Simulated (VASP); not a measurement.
Here is a VASP 6.6.1 calculation.

File INCAR:

```
PREC = Accurate
ENCUT = 520
EDIFF = 1E-6
ISMEAR = -1
SIGMA = 0.05
LREAL = F
LASPH = T
NELM = 100
ALGO = Normal
ISIF = 2
LWAVE = F
LCHARG = F
NBANDS = 22
```

The input KPOINTS:

```
Automatic mesh
0
Gamma
  10 10 11
```

POSCAR

```
ScAl
1.0
    2.1633990000     -5.2502190000      0.0000000000
    2.1633990000      5.2502190000      0.0000000000
    0.0000000000      0.0000000000      3.7712920000
Sc Al
2 2
Direct
    0.8646810000      0.1353190000      0.7500000000
    0.1353190000      0.8646810000      0.2500000000
    0.5845050000      0.4154950000      0.7500000000
    0.4154950000      0.5845050000      0.2500000000
```

Potentials or basis: VASP PAW LDA potentials, release 64 (Sc_sv, Al).

The run is started by

```sh
$ cat potpaw_LDA.64/Sc_sv/POTCAR potpaw_LDA.64/Al/POTCAR > POTCAR
$ mpirun -np 1 vasp_std > vasp.out
```

**Question.** Predict the largest force.

**Answer.** 0.047 eV/Å.

**Question.** What does it give for the band gap on the k mesh?

**Answer.** Zero (band 14 reaches 5.07 eV, above the bottom of band 15 at 3.89 eV).

Stress tensor (GPa, compression positive):
```
-4.99  0.00  0.00
 0.00 -3.91  0.00
 0.00  0.00 -3.57
```
